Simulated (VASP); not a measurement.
Wanted: the native input for a VASP 6.6.1 run.

- Task: single point
- Functional: PBEsol
- Potentials or basis: VASP PAW PBE potentials, release 64 (Pb_d)
- Cutoff: 520 eV
- k mesh: 16 × 16 × 16
- Occupations: gaussian, width 0.15 eV
- Spin: no spin polarisation
- Dipole correction: no
- Further INCAR settings: ALGO = Fast; EDIFF = 1e-06; NBANDS = 13

The structure of Pb lies in POSCAR:

```
Pb
1.0
    0.0000000000      2.3710080000      2.5685920000
    2.3710080000      0.0000000000      2.5685920000
    2.3710080000      2.3710080000      0.0000000000
Pb
1
Direct
    0.0000000000      0.0000000000      0.0000000000
```

This cell differs from its parent crystal: strain -0.040 along x and y, +0.040 along z.

The input as run:

INCAR

```
ALGO = Fast
EDIFF = 1E-6
ENCUT = 520
GGA = PS
ISIF = 2
ISMEAR = 0
LASPH = True
LCHARG = True
LELF = True
LREAL = False
LVHAR = True
LWAVE = False
NBANDS = 13
NELM = 80
PREC = Accurate
SIGMA = 0.15
```

KPOINTS

```
k-points
0
Gamma
  16 16 16
```

Potentials or basis: VASP PAW PBE potentials, release 64 (Pb_d).

Command:

```bash
$ cat potpaw_PBE.64/Pb_d/POTCAR > POTCAR
$ mpirun -np 1 vasp_std > vasp.out
```

Results of the run:

```yaml
Pressure: 2.1 GPa
Band_gap_on_the_k_mesh: zero (bands 7 and 8 overlap by 9.79 eV)
```

Caveat: the cell differs from its parent crystal (strain -0.040 along x and y, +0.040 along z); the PAW data sets were made with another functional, which shifts forces and pressure a little; spin-orbit coupling is left out, which moves the levels of the heavy elements.

It took 4.5 min on 1 thread of Intel Xeon 8259CL, on a shared host, peak memory 0.25 GiB.
